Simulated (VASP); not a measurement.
Write the native input for VASP 6.6.1 that does the following.

```
Task                   : single point
Functional             : PBEsol
Dispersion             : D3(BJ)
Potentials or basis    : VASP PAW PBE potentials, release 64 (B, N)
Cutoff                 : 520 eV
k mesh                 : 6 × 6 × 4
Occupations            : gaussian, width 0.1 eV
Spin                   : collinear spin
Starting moments       : [0.0, 0.0, 0.0, 3.0] μB
Dipole correction      : no
Further INCAR settings : ALGO = Normal; EDIFF = 1e-06; NBANDS = 20
```

The structure of BN lies in POSCAR:

```
BN
1.0
    2.5539396017      0.0000000000      0.0000000000
   -1.2769698009      2.2117765748      0.0000000000
    0.0000000000      0.0000000000      4.2268550000
B N
2 2
Direct
    0.6666666667      0.3333333333      0.9997240000
    0.3333333333      0.6666666667      0.4997240000
    0.6666666667      0.3333333333      0.6252760000
    0.3333333333      0.6666666667      0.1252760000
```

One way to write it, as run:

INCAR

```
ALGO = Normal ; EDIFF = 1E-6
ENCUT = 520 ; GGA = PS
ISIF = 2 ; ISMEAR = 0
ISPIN = 2 ; IVDW = 12
LASPH = True ; LCHARG = True
LELF = True ; LORBIT = 11
LREAL = False ; LVHAR = True
LWAVE = False ; MAGMOM = 0 0 0 3
NBANDS = 20 ; NELM = 150
PREC = Accurate ; SIGMA = 0.1
```

KPOINTS

```
k-points
0
Gamma
  6 6 4
```

Potentials or basis: VASP PAW PBE potentials, release 64 (B, N).

The run is started by

```sh
$ cat potpaw_PBE.64/B/POTCAR potpaw_PBE.64/N/POTCAR > POTCAR
$ mpirun -np 1 vasp_std > vasp.out
```

Results of the run:

```yaml
Pressure: -9.2 GPa
Largest_force: 0.015 eV/Å
Band_gap_on_the_k_mesh: 4.97 eV, indirect (least direct gap 8.15 eV)
Net_moment: 0.00 μB per cell
Valence_electrons_inside_the_program's_atomic_spheres: B 2.02; N 3.95
Dispersion_energy_per_atom: -0.142 eV
```

Caveat: the k points lie up to 0.47 Å⁻¹ apart; the PAW data sets were made with another functional, which shifts forces and pressure a little.

It took 26 s on 1 thread of AMD EPYC 7R13, on a shared host, peak memory 0.13 GiB.
